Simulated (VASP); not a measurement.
A run of VASP 6.6.1 is set up as follows.

File INCAR:

```
SYSTEM = Sn
PREC     = Accurate       ! precision mode
ENCUT    = 520            ! plane-wave cutoff, eV
EDIFF    = 1E-6           ! SCF threshold, eV
ISMEAR   = -1             ! smearing method
SIGMA    = 0.05           ! smearing width, eV
LREAL    = .FALSE.        ! projectors in reciprocal space
LASPH    = .TRUE.         ! aspherical terms in the spheres
NELM     = 60             ! most SCF steps
ALGO     = Normal         ! electronic algorithm
ISIF     = 2              ! what is computed and relaxed
LWAVE    = .FALSE.        ! write WAVECAR
LCHARG   = .FALSE.        ! write CHGCAR
GGA      = PE             ! functional
NBANDS   = 21             ! bands
```

The input KPOINTS:

```
Automatic mesh
0
G
  15 15 15
  0 0 0
```

The input POSCAR:

```
Sn
1.0
   -2.8568325061      2.8568325061      1.5584548677
    2.8568325061     -2.8568325061      1.5584548677
    2.8568325061      2.8568325061     -1.5584548677
Sn
2
Direct
    0.0000000000      0.0000000000      0.0000000000
    0.7500000000      0.2500000000      0.5000000000
```

Potentials or basis: VASP PAW PBE potentials, release 64 (Sn_d).

Run with:

```bash
$ cat potpaw_PBE.64/Sn_d/POTCAR > POTCAR
$ mpirun -np 1 vasp_std > vasp.out
```

Estimate the band gap on the k mesh.

zero (bands 14 and 15 overlap by 4.64 eV).

Predict the pressure.

6.8 GPa.

Stress tensor (GPa, compression positive):
```
7.19 0.00 0.00
0.00 7.19 0.00
0.00 0.00 6.00
```

Caveat: the cell stands under pressure; spin-orbit coupling is left out, which moves the levels of the heavy elements.
